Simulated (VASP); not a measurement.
Runs of VASP 6.6.1 on HfO2. The structure is that of space group P4_2/nmc (No. 137), or close to it. The cells are those of the table. 

```tsv
cell	gap on the mesh (eV)	pressure (GPa)	largest force (eV/Å)
a = 3.487, b = 3.487, c = 5.333 Å, 6 atoms	5.24	4.7	0.13
a = 3.577, b = 3.577, c = 5.073 Å, 6 atoms	5.05	2.6	0.16
a = 3.487, b = 3.487, c = 5.463 Å, 6 atoms	5.06	(b)	0.43
a = 3.666, b = 3.666, c = 4.943 Å, 6 atoms	4.26	-4.6	0.15
a = 3.756, b = 3.756, c = 4.943 Å, 6 atoms	3.80	-15.8	0.02
a = 3.487, b = 3.487, c = 5.203 Å, 6 atoms	(a)	11.5	0.15
a = 3.666, b = 3.666, c = 5.073 Å, 6 atoms	4.57	-10.4	0.03
a = 3.577, b = 3.577, c = 5.333 Å, 6 atoms	5.09	-9.0	0.31
```

Alike in all rows: task single point; level r2SCAN; potentials or basis VASP PAW PBE potentials, release 64 (Hf_pv, O); no spin polarisation; k mesh 6 × 6 × 6; cutoff (eV) 520; smearing gaussian 0.05 eV.

Q: Fill in the values left out.

A: (a) 5.41; (b) -1.2.

Caveats: the PAW data sets were made with another functional, which shifts forces and pressure a little; spin-orbit coupling is left out, which moves the levels of the heavy elements; the stress differs along the axes, from -8 to 11 GPa (at least some runs); the stress differs along the axes, from -0 to 9 GPa (at least some runs); the stress differs along the axes, from -19 to 8 GPa (at least some runs); the stress differs along the axes, from -14 to 15 GPa (at least some runs); the stress differs along the axes, from -29 to 10 GPa (at least some runs).

A k mesh can miss the band edges, and the runs leave out spin-orbit coupling on Hf.
